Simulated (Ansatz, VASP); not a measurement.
## I in VASP and in Ansatz

File INCAR:

```
PREC = Accurate
ENCUT = 520
EDIFF = 1E-6
ISMEAR = 0
SIGMA = 0.03
LREAL = F
LASPH = T
NELM = 100
ALGO = Normal
ISIF = 2
LWAVE = F
LCHARG = F
GGA = PE
NBANDS = 10
```

Contents of KPOINTS:

```
regular mesh
0
Gamma
  9 9 9
```

File POSCAR:

```
I
1.0
    0.0000000000      2.3656004428      3.9098401324
    2.1922454667      0.0000000000      3.9098401324
    2.1922454667      2.3656004428      0.0000000000
I
1
Direct
    0.0000000000      0.0000000000      0.0000000000
```

Contents of input.yaml:

```yaml
crystal:
  lattice:
    - [0.0, 2.3656004428, 3.9098401324]
    - [2.1922454667, 0.0, 3.9098401324]
    - [2.1922454667, 2.3656004428, 0.0]
  atoms:
    - { symbol: I, position: [0.0, 0.0, 0.0] }
kpoints:
  mp_grid: { grid: [9, 9, 9] }
scf:
  occupations: { method: gaussian, width: 0.03 }
hamiltonian:
  xc: pbe
  pseudopotentials: { kind: all_electron, lapw: { basis_error: 0.001 } }
output:
  forces: true
  stress: true
  eigenvalues: true
```

Alike in both runs: task single point; functional PBE; k mesh 9 × 9 × 9; occupations gaussian, width 0.03 eV; no spin polarisation.

|  | VASP | Ansatz |
| --- | --- | --- |
| version | VASP 6.6.1 | Ansatz 0.2.0 |
| potentials or method | VASP PAW PBE potentials, release 64 (I), cutoff 520 eV | all-electron LAPW, scalar-relativistic |

Ansatz gave:

```
gap on the k mesh at the Fermi level (eV)                     : none
pressure (GPa)                                                : 0.5
traceless stress, the component that is largest in VASP (GPa) : 0.31
```

Which values does VASP return?

gap on the k mesh at the Fermi level (eV): none; pressure (GPa): 0.4; traceless stress, the component that is largest in VASP (GPa): 0.35.

A gap of «none» marks a metal or a gap that the smearing closes. Ansatz ran all-electron here, and VASP with PAW potentials.

Spin-orbit coupling is off throughout.
